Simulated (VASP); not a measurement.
# TePbBr (P4/nmm) in VASP: single point with PBE

Aim: the single point of TePbBr with PBE.

All numbers are computed with VASP 6.6.1; they aren't measurements. Logs are shortened: lines on timing, memory, paths and dates and some standing lists are left out, and cuts for length are marked.

### Step 1. The cell of the first run

The structure is tetragonal, space group P4/nmm (No. 129). The conventional cell has a = 4.414 Å, b = 4.414 Å, c = 9.166 Å, α = 90.00°, β = 90.00°, γ = 90.00°. Within 3.6 Å of Pb (site symmetry 4mm) lie 4 Te at 2.67 Å and 4 Br at 3.50 Å. Br (site symmetry 4mm) has 6 Pb at 3.50 to 4.59 Å and 4 Te at 3.80 Å and 8 Br at 4.32 to 4.41 Å within 4.6 Å. Te (site symmetry -4m2) has 4 Pb at 2.67 Å and 4 Te at 3.12 Å within 3.5 Å.

### Step 2. Single point, PBE

File POSCAR:

```
TePbBr
1.0
    4.4138500000      0.0000000000      0.0000000000
    0.0000000000      4.4138500000      0.0000000000
    0.0000000000      0.0000000000      9.1664410000
Pb Br Te
2 2 2
Direct
    0.2500000000      0.2500000000      0.1639200000
    0.7500000000      0.7500000000      0.8360800000
    0.2500000000      0.2500000000      0.6629700000
    0.7500000000      0.7500000000      0.3370300000
    0.7500000000      0.2500000000      0.0000000000
    0.2500000000      0.7500000000      0.0000000000
```

File INCAR.step1:

```
PREC     = Accurate       # precision mode
ENCUT    = 400            # plane-wave cutoff, eV
EDIFF    = 1E-6           # SCF threshold, eV
ISMEAR   = -1             # smearing method
SIGMA    = 0.1            # smearing width, eV
LREAL    = False          # projectors in reciprocal space
LASPH    = True           # aspherical terms in the spheres
NELM     = 120            # most SCF steps
ALGO     = Normal         # electronic algorithm
ISIF     = 2              # what is computed and relaxed
LWAVE    = False          # write WAVECAR
LCHARG   = True           # write CHGCAR
GGA      = PE             # functional
NBANDS   = 36             # bands
GGA_COMPAT= False        
NEDOS    = 2001           # points of the DOS
LORBIT   = 11             # projections on sites
```

File KPOINTS.step1:

```
regular mesh
0
Gamma
  8 8 4
```

File INCAR.step2:

```
PREC     = Accurate       # precision mode
ENCUT    = 400            # plane-wave cutoff, eV
EDIFF    = 1E-6           # SCF threshold, eV
ISMEAR   = -5             # smearing method
SIGMA    = 0.1            # smearing width, eV
LREAL    = False          # projectors in reciprocal space
LASPH    = True           # aspherical terms in the spheres
NELM     = 120            # most SCF steps
ALGO     = Normal         # electronic algorithm
ISIF     = 2              # what is computed and relaxed
LWAVE    = False          # write WAVECAR
LCHARG   = False          # write CHGCAR
GGA      = PE             # functional
LORBIT   = 11             # projections on sites
NBANDS   = 36             # bands
NEDOS    = 1001           # points of the DOS
ICHARG   = 11             # starting density
GGA_COMPAT= False
```

File KPOINTS.step2:

```
regular mesh
0
Gamma
  12 12 6
```

Potentials or basis: VASP PAW PBE potentials, release 64 (Pb_d, Br, Te).

On the command line:

```
$ cat potpaw_PBE.64/Pb_d/POTCAR potpaw_PBE.64/Br/POTCAR potpaw_PBE.64/Te/POTCAR > POTCAR
$ cp INCAR.step1 INCAR
$ cp KPOINTS.step1 KPOINTS
$ mpirun -np 1 vasp_std > vasp.out
$ cp INCAR.step2 INCAR
$ cp KPOINTS.step2 KPOINTS
$ mpirun -np 1 vasp_std > vasp.out
```

OUTCAR:

```text
PREC = Accurate
   ENCUT = 400
   EDIFF = 1E-6
   ISMEAR = -5
   LREAL = False
   LASPH = True
   NELM = 120
   ISIF = 2
   GGA = PE
   LORBIT = 11
   ICHARG = 11

 ion  position               nearest neighbor table
   1  0.250  0.250  0.164-   5 2.67   6 2.67   6 2.67   5 2.67
   2  0.750  0.750  0.836-   5 2.67   6 2.67   5 2.67   6 2.67
   3  0.250  0.250  0.663-
   4  0.750  0.750  0.337-
   5  0.750  0.250  0.000-   1 2.67   2 2.67   2 2.67   1 2.67   6 3.12   6 3.12   6 3.12   6 3.12

   6  0.250  0.750  0.000-   1 2.67   2 2.67   1 2.67   2 2.67   5 3.12   5 3.12   5 3.12   5 3.12

  LATTYP: Found a simple tetragonal cell.
 ALAT       =     4.4138500000
 C/A-ratio  =     2.0767450185

  Lattice vectors:

 A1 = (   4.4138500000,   0.0000000000,   0.0000000000)
 A2 = (   0.0000000000,   4.4138500000,   0.0000000000)
 A3 = (   0.0000000000,   0.0000000000,   9.1664410000)

Analysis of symmetry for initial positions (statically):
=====================================================================
 Subroutine PRICEL returns:
 Original cell was already a primitive cell.

 Routine SETGRP: Setting up the symmetry group for a
 simple tetragonal supercell.

 Subroutine GETGRP returns: Found 16 space group operations
 (whereof  4 operations were pure point group operations)
 out of a pool of 16 trial point group operations.

The static configuration has the point symmetry C_2h.
 The point group associated with its full space group is D_4h.

Analysis of symmetry for dynamics (positions and initial velocities):
=====================================================================
 Subroutine PRICEL returns:
 Original cell was already a primitive cell.

 Routine SETGRP: Setting up the symmetry group for a
 simple tetragonal supercell.

 Subroutine GETGRP returns: Found 16 space group operations
 (whereof  4 operations were pure point group operations)
 out of a pool of 16 trial point group operations.

The dynamic configuration has the point symmetry C_2h.
 The point group associated with its full space group is D_4h.

 Subroutine INISYM returns: Found 16 space group operations
 (whereof  4 operations are pure point group operations),
 and found     1 'primitive' translations

----------------------------------------------------------------------------------------

                                     Primitive cell

  volume of cell :     178.5813

  direct lattice vectors                    reciprocal lattice vectors
     4.413850000  0.000000000  0.000000000     0.226559580  0.000000000  0.000000000
     0.000000000  4.413850000  0.000000000     0.000000000  0.226559580  0.000000000
     0.000000000  0.000000000  9.166441000     0.000000000  0.000000000  0.109093595

  length of vectors
     4.413850000  4.413850000  9.166441000     0.226559580  0.226559580  0.109093595

  position of ions in fractional coordinates (direct lattice)
     0.250000000  0.250000000  0.163920000
     0.750000000  0.750000000  0.836080000
     0.250000000  0.250000000  0.662970000
     0.750000000  0.750000000  0.337030000
     0.750000000  0.250000000  0.000000000
     0.250000000  0.750000000  0.000000000

  ion indices of the primitive-cell ions
   primitive index   ion index
                 1           1
                 2           2
                 3           3
                 4           4
                 5           5
                 6           6

----------------------------------------------------------------------------------------

 KPOINTS: regular mesh

Automatic generation of k-mesh.
 Grid dimensions read from file:
 generate k-points for:   12   12    6

 Generating k-lattice:

  Cartesian coordinates                     Fractional coordinates (reciprocal lattice)
     0.018879965  0.000000000  0.000000000     0.083333333  0.000000000  0.000000000
     0.000000000  0.018879965  0.000000000     0.000000000  0.083333333  0.000000000
     0.000000000  0.000000000  0.018182266     0.000000000  0.000000000  0.166666667

  Length of vectors
     0.018879965  0.018879965  0.018182266

  Shift w.r.t. Gamma in fractional coordinates (k-lattice)
     0.000000000  0.000000000  0.000000000

 TETIRR: Found   1296 inequivalent tetrahedra from     5184

 Subroutine IBZKPT returns following result:
 ===========================================

 Found    112 irreducible k-points:

 Following reciprocal coordinates:
            Coordinates               Weight
  0.000000  0.000000  0.000000      1.000000
  0.083333  0.000000  0.000000      4.000000
  0.166667  0.000000  0.000000      4.000000
  0.250000  0.000000  0.000000      4.000000
  0.333333  0.000000  0.000000      4.000000
  0.416667  0.000000  0.000000      4.000000
[... 16 lines left out ...]
  0.333333  0.333333  0.000000      4.000000
  0.416667  0.333333  0.000000      8.000000
 [... further k-points ...]
   k-points           NKPTS =    112   k-points in BZ     NKDIM =    112   number of bands    NBANDS=     36
   number of dos      NEDOS =   1001   number of ions     NIONS =      6
   total plane-waves  NPLWV =  54000
   dimension x,y,z NGX =    30 NGY =   30 NGZ =   60
   dimension x,y,z NGXF=    60 NGYF=   60 NGZF=  120
   ions per type =               2   2   2
   NGX,Y,Z   is equivalent  to a cutoff of  11.30, 11.30, 10.88 a.u.
   NGXF,Y,Z  is equivalent  to a cutoff of  22.60, 22.60, 21.76 a.u.
 SYSTEM =  unknown system
   PREC   = accura    normal or accurate (medium, high low for compatibility)
   ISTART =      0    job   : 0-new  1-cont  2-samecut
   ICHARG =     11    charge: 1-file 2-atom 10-const
   ISPIN  =      1    spin polarized calculation?
   LNONCOLLINEAR =      F non collinear calculations
   LSORBIT =      F    spin-orbit coupling
   LASPH  =      T    aspherical Exc in radial PAW
   ENCUT  =  400.0 eV  29.40 Ry    5.42 a.u.   7.20  7.20 14.95*2*pi/ulx,y,z
   NELM   =    120;   NELMIN=  2; NELMDL=  0     # of ELM steps
   EDIFF  = 0.1E-05   stopping-criterion for ELM
   LREAL  =      F    real-space projection
   EDIFFG = 0.1E-04   stopping-criterion for IOM
   NSW    =      0    number of steps for IOM
   IBRION =     -1    ionic relax: 0-MD 1-quasi-New 2-CG
   NFREE  =      0    steps in history (QN), initial steepest desc. (CG)
   ISIF   =      2    stress and relaxation
   ISYM   =      2    0-nonsym 1-usesym 2-fastsym
   POTIM  = 0.5000    time-step for ionic-motion
   TEBEG  =    0.0;   TEEND  =   0.0 temperature during run
   PSTRESS=    0.0 pullay stress
   NELECT =      54.0000    total number of electrons
   NUPDOWN=      -1.0000    fix difference up-down
   EMIN   =  10.00;   EMAX   =-10.00  energy-range for DOS
   EFERMI =   0.00;   METHOD = LEGACY
   ISMEAR =    -5;   SIGMA  =   0.10  broadening in eV -4-tet -1-fermi 0-gaus
   EFERMI_NEDOS =   21; number of points for ismear=-14 and -15
   IALGO  =     38    algorithm
   IMIX   =      4    mixing-type and parameters
     AMIX     =   0.40;   BMIX     =  1.00
     AMIX_MAG =   1.60;   BMIX_MAG =  1.00
  volume/ion in A,a.u.               =      29.76       200.85
  Fermi-wavevector in a.u.,A,eV,Ry     =   1.098822  2.076473 16.427816  1.207410
  Thomas-Fermi vector in A             =   2.235206
   LORBIT       =     11    0 simple, 1 ext, 2 COOP (PROOUT), +10 PAW based schemes
   GGA     = PE    functional components
   LHFCALC =     F    Hartree Fock is set to
   AEXX    =    0.0000 exact exchange contribution
   IVDW    =     0    specifies the selected vdW correction
   LEPSILON=     F    determine dielectric tensor
   LRPA    =     F    only Hartree local field effects (RPA)
 non-spin polarized calculation
 Fermi weights with tetrahedron method with Bloechl corrections
  energy-cutoff  :      400.00
  volume of cell :      178.58
 maximum number of plane-waves:      3272
 NGX is ok and might be reduce to    30

 number of electron      54.0000001 magnetization

 Free energy of the ion-electron system (eV)
  ---------------------------------------------------
  ext. energy  EPLUGINS =         0.00000000
  ---------------------------------------------------
  free energy    TOTEN  =       -12.19673647 eV

  energy without entropy =      -12.19673647  energy(sigma->0) =      -12.19673647

 E-fermi :   4.4753     XC(G=0):  -9.1192

 val. band max:        4.5687276234   @ k =   0.5000   0.2500   0.1667
 cond. band min:       4.4594798976   @ k =   0.0000   0.0000   0.0000
 fundamental gap:     -0.1092477258
 Fermi energy:         4.4752510149

 k-point     1 :       0.0000    0.0000    0.0000
  band No.  band energies     occupation
      1     -12.7062      2.00000
      2     -12.5618      2.00000
      3     -12.5618      2.00000
      4     -12.5267      2.00000
      5     -12.4530      2.00000
      6     -12.4530      2.00000
[... 28 lines left out ...]
     35      10.2247      0.00000
     36      11.1721      0.00000

 k-point     2 :       0.0833    0.0000    0.0000
  band No.  band energies     occupation
      1     -12.7112      2.00000
      2     -12.5600      2.00000
      3     -12.5566      2.00000
      4     -12.5242      2.00000
      5     -12.4799      2.00000
      6     -12.4550      2.00000
[... 28 lines left out ...]
     35      10.1070      0.00000
     36      11.4158      0.00000
[... 817 lines left out ...]
     35      11.2211      0.00000
     36      12.4060      0.00000

 k-point    24 :       0.4167    0.3333    0.0000
  band No.  band energies     occupation
      1     -12.7996      2.00000
      2     -12.7871      2.00000
      3     -12.4799      2.00000
      4     -12.4612      2.00000
      5     -12.4611      2.00000
      6     -12.4525      2.00000
[... 28 lines left out ...]
     35      11.5117      0.00000
     36      12.5419      0.00000

 [... further k-points ...]

------------------------ aborting loop because EDIFF is reached ----------------------------------------

  FORCE on cell =-STRESS in cart. coord.  units (eV):
  Direction    XX          YY          ZZ          XY          YZ          ZX
  --------------------------------------------------------------------------------------
  -------------------------------------------------------------------------------------
  Total       29.8816530     29.8816530     22.2998584      0.0000000      0.0000000      0.0000000
  in kB      268.0891962    268.0891962    200.0676173      0.0000000      0.0000000      0.0000000
  external PRESSURE =     245.4153366 kB  Pullay stress =       0.0000000 kB

 VOLUME and BASIS-vectors are now :
 -----------------------------------------------------------------------------
  energy-cutoff  :      400.00
  volume of cell :      178.58
      direct lattice vectors                 reciprocal lattice vectors
     4.413850000  0.000000000  0.000000000     0.226559580  0.000000000  0.000000000
     0.000000000  4.413850000  0.000000000     0.000000000  0.226559580  0.000000000
     0.000000000  0.000000000  9.166441000     0.000000000  0.000000000  0.109093595

 POSITION                                       TOTAL-FORCE (eV/Angst)
 -----------------------------------------------------------------------------------
      1.10346      1.10346      1.50256        -0.000000      0.000000      8.394705
      3.31039      3.31039      7.66388        -0.000000     -0.000000     -8.394705
      1.10346      1.10346      6.07708         0.000000      0.000000      0.517063
      3.31039      3.31039      3.08937        -0.000000     -0.000000     -0.517063
      3.31039      1.10346      0.00000         0.000000      0.000000      0.000000
      1.10346      3.31039      0.00000         0.000000      0.000000      0.000000
 -----------------------------------------------------------------------------------
    total drift:                                0.000000      0.000000     -0.000000

  FREE ENERGIE OF THE ION-ELECTRON SYSTEM (eV)
  ---------------------------------------------------
  free  energy   TOTEN  =       -12.1967364652 eV

  energy  without entropy=      -12.1967364652  energy(sigma->0) =      -12.19673647

 total charge

# of ion       s       p       d       tot
------------------------------------------
    1        1.449   0.870   9.894  12.212
    2        1.449   0.870   9.894  12.212
    3        1.615   3.190   0.006   4.811
    4        1.615   3.190   0.006   4.811
    5        1.435   2.083   0.104   3.622
    6        1.435   2.083   0.104   3.622
--------------------------------------------------
tot          8.999  12.286  20.006  41.291
```

It took 7.9 min on 1 thread of Intel Xeon Platinum 8259CL at 2.50GHz (Skylake/Cascade Lake), shared host; peak memory 0.53 GiB.

Results:

| Item | Value |
| --- | --- |
| Valence electrons inside the program's atomic spheres | Pb 12.21; Br 4.81; Te 3.62 |

Levels at points of the mesh, in eV from the Fermi level:
| k point | band 25 | band 26 | band 27 | band 28 | band 29 | band 30 |
| --- | --- | --- | --- | --- | --- | --- |
| (0.00, 0.00, 0.00) | -0.88 | -0.26 | -0.26 | -0.02 | 1.03 | 2.91 |
| (0.50, 0.00, 0.00) | -0.79 | -0.79 | -0.16 | -0.16 | 3.47 | 3.47 |
| (0.50, 0.50, 0.00) | -0.76 | -0.76 | 2.39 | 2.39 | 3.52 | 3.52 |
| (0.00, 0.00, 0.50) | -0.74 | -0.32 | -0.32 | -0.05 | 0.53 | 2.98 |
| (0.50, 0.00, 0.50) | -0.55 | -0.55 | -0.19 | -0.19 | 3.51 | 3.51 |
| (0.50, 0.50, 0.50) | -1.15 | -1.15 | 2.39 | 2.39 | 4.01 | 4.01 |

Caveat: spin-orbit coupling is left out, which moves the levels of the heavy elements; tetrahedron occupations give inexact forces and stress in metals.
